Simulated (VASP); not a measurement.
Here is a VASP 6.6.1 calculation.

File INCAR:

```
SYSTEM = Na
PREC = Accurate
ENCUT = 520
EDIFF = 1E-6
ISMEAR = 0
SIGMA = 0.3
LREAL = .FALSE.
LASPH = .TRUE.
NELM = 100
ALGO = Normal
ISIF = 2
LWAVE = .FALSE.
LCHARG = .FALSE.
GGA = CA
NBANDS = 10
```

Contents of KPOINTS:

```
Automatic mesh
0
G
  11 11 11
  0 0 0
```

Contents of POSCAR:

```
Na
1.0
   -2.0287155323      2.0287155323      2.0287155323
    2.0287155323     -2.0287155323      2.0287155323
    2.0287155323      2.0287155323     -2.0287155323
Na
1
Direct
    0.0000000000      0.0000000000      0.0000000000
```

Potentials or basis: VASP PAW LDA potentials, release 64 (Na_pv).

Command:

```sh
$ cat potpaw_LDA.64/Na_pv/POTCAR > POTCAR
$ mpirun -np 1 vasp_std > vasp.out
```

(1) What does it give for the pressure?

Answers

(1) -0.1 GPa.
